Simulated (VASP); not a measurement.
Here is a VASP 6.6.1 calculation.

The input POSCAR:

```
KBr
1.0
    0.0000000000      3.2553999381      3.2553999381
    3.2553999381      0.0000000000      3.2553999381
    3.2553999381      3.2553999381      0.0000000000
Br K
1 1
Direct
    0.5000000000      0.5000000000      0.5000000000
    0.0000000000      0.0000000000      0.0000000000
```

File INCAR.step1:

```
PREC = Accurate
ENCUT = 520
ISMEAR = -1
SIGMA = 0.05
LREAL = F
LASPH = T
NELM = 60
NBANDS = 15
GGA = PE
ALGO = Normal
EDIFF = 1E-4
LWAVE = T
LCHARG = F
```

File INCAR.step2:

```
PREC = Accurate
ENCUT = 520
EDIFF = 1E-7
ISMEAR = -1
SIGMA = 0.05
LREAL = F
LASPH = T
NELM = 60
ALGO = Normal
ISIF = 2
LWAVE = F
LCHARG = F
METAGGA = R2SCAN
LMIXTAU = T
NBANDS = 15
ISTART = 1
```

Contents of KPOINTS:

```
Automatic mesh
0
Gamma
  7 7 7
```

Potentials or basis: VASP PAW PBE potentials, release 64 (Br, K_sv).

Run with:

```bash
$ cat potpaw_PBE.64/Br/POTCAR potpaw_PBE.64/K_sv/POTCAR > POTCAR
$ cp INCAR.step1 INCAR
$ mpirun -np 1 vasp_std > vasp.out
$ cp INCAR.step2 INCAR
$ mpirun -np 1 vasp_std > vasp.out
```

Q: Predict the pressure.

A: 0.8 GPa.

Q: Estimate the band gap on the k mesh.

A: 5.20 eV, direct.

Caveat: the PAW data sets were made with another functional, which shifts forces and pressure a little. r2SCAN opens gaps a little over a GGA but as a rule still falls short of measured ones.
